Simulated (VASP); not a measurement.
A run of VASP 6.6.1 is set up as follows.

File INCAR:

```
SYSTEM = Lu2Mo3
PREC     = Accurate       ! precision mode
ENCUT    = 600            ! plane-wave cutoff, eV
EDIFF    = 1E-6           ! SCF threshold, eV
ISMEAR   = 0              ! smearing method
SIGMA    = 0.1            ! smearing width, eV
LREAL    = .FALSE.        ! projectors in reciprocal space
LASPH    = .TRUE.         ! aspherical terms in the spheres
NELM     = 100            ! most SCF steps
ALGO     = Normal         ! electronic algorithm
ISIF     = 3              ! what is computed and relaxed
LWAVE    = .FALSE.        ! write WAVECAR
LCHARG   = .FALSE.        ! write CHGCAR
GGA      = PE             ! functional
IBRION   = 2              ! ionic algorithm
NSW      = 100            ! ionic steps
EDIFFG   = -0.01          ! ionic threshold
```

File KPOINTS:

```
Automatic mesh
0
G
  8 8 8
  0 0 0
```

Contents of POSCAR:

```
Lu2Mo3
1.0
    4.8417292750      0.0000000000      0.0000000000
    0.0000000000      4.8417292750      0.0000000000
    0.0000000000      0.0000000000      4.8417292750
Lu Mo
2 3
Direct
    0.5000000000      0.5000000000      0.5000000000
    0.0000000000      0.0000000000      0.0000000000
    0.5000000000      0.0000000000      0.0000000000
    0.0000000000      0.5000000000      0.0000000000
    0.0000000000      0.0000000000      0.5000000000
```

Potentials or basis: VASP PAW PBE potentials, release 64 (Lu, Mo_sv).

Launch:

```console
$ cat potpaw_PBE.64/Lu/POTCAR potpaw_PBE.64/Mo_sv/POTCAR > POTCAR
$ mpirun -np 1 vasp_std > vasp.out
```

Problem. Predict the space group after relaxing (to 0.05 Å).

Solution. Pm-3m (No. 221).

Problem. Predict the relaxed cell.

Solution. a = 4.855 Å, b = 4.855 Å, c = 4.855 Å, α = 90.00°, β = 90.00°, γ = 90.00°.

Problem. Predict the relaxed volume.

Solution. 22.88 Å³/atom.

The path:
```tsv
step	energy change (eV)	largest force (eV/Å)	pressure (GPa)	volume (Å³)
1	0.0000	0.0000	0.79	113.50
2	0.0000	0.0000	-0.74	115.35
3	-0.0021	0.0000	-0.02	114.40
```
